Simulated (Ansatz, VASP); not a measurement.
**KPd: VASP beside Ansatz**

```
K Pd
1.0
     3.53302    0.00000    0.00000
     0.00000    3.53302    0.00000
     0.00000    0.00000    3.53302
K Pd
1 1
Direct
  0.00000 0.00000 0.00000
  0.50000 0.50000 0.50000
```

Change from the starting cell: volume scaled by 0.9, LAPW.

Alike in both runs: task single point; functional PBEsol; k mesh 10 × 10 × 10; occupations fermi-dirac, width 0.05 eV; no spin polarisation.

```csv
,VASP,Ansatz
version,VASP 6.6.1,Ansatz 0.2.0
potentials or method,"VASP PAW PBE potentials, release 64 (K_sv, Pd), cutoff 520 eV","all-electron LAPW, scalar-relativistic"
```

VASP gave:

```
pressure (GPa) : 3.7
```

Estimate Ansatz's values.

pressure (GPa): 3.5.

VASP's potentials were made for PBE, not for PBEsol. Ansatz ran all-electron here, and VASP with PAW potentials.
